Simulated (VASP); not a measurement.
InGaO: single point with PBE

InGaO:

```
In Ga O
1.0
     3.38488    0.00000    0.00000
    -1.69244    2.93139    0.00000
     0.00000    0.00000   11.89416
In Ga O
2 2 2
Direct
  0.00000 0.00000 0.00000
  0.00000 0.00000 0.50000
  0.33333 0.66667 0.75000
  0.66667 0.33333 0.25000
  0.33333 0.66667 0.25000
  0.66667 0.33333 0.75000
```

| Item | Value |
| --- | --- |
| Program | VASP 6.6.1 |
| Task | single point |
| Functional | PBE |
| Potentials or basis | VASP PAW PBE potentials, release 64 (In_d, Ga_d, O) |
| Cutoff | 520 eV |
| k mesh | 12 × 12 × 6 |
| Occupations | gaussian, width 0.1 eV |
| Spin | no spin polarisation |
| Dipole correction | no |
| Further INCAR settings | ALGO = Normal; EDIFF = 1e-06; NBANDS = 41 |

| Quantity | Value |
| --- | --- |
| Pressure | 0.2 GPa |
| Band gap on the k mesh | zero (band 32 reaches 5.91 eV, above the bottom of band 33 at 5.32 eV) |

Stress tensor (GPa, compression positive):
```
 0.32  0.00  0.00
 0.00  0.32  0.00
 0.00  0.00 -0.08
```

Levels at points of the mesh, in eV from the Fermi level:
```
           k point  band 29  band 30  band 31  band 32  band 33  band 34  band 35  band 36
(0.00, 0.00, 0.00)    -4.91    -4.35    -4.25    -2.41    -0.15     1.97     4.04     6.75
(0.50, 0.00, 0.00)    -3.38    -3.21    -2.19    -1.89     0.31     1.03     1.08     1.82
(0.00, 0.00, 0.50)    -4.91    -4.91    -3.11    -3.11     0.76     0.76     5.82     5.82
(0.50, 0.00, 0.50)    -3.37    -3.37    -1.91    -1.91     0.34     0.34     1.53     1.53
```

It took 4.6 min on 1 thread of Intel(R) Xeon(R) Platinum 8488C (Sapphire Rapids), with other jobs on the host, peak memory 0.47 GiB.

Caveat: spin-orbit coupling is left out, which moves the levels of the heavy elements.
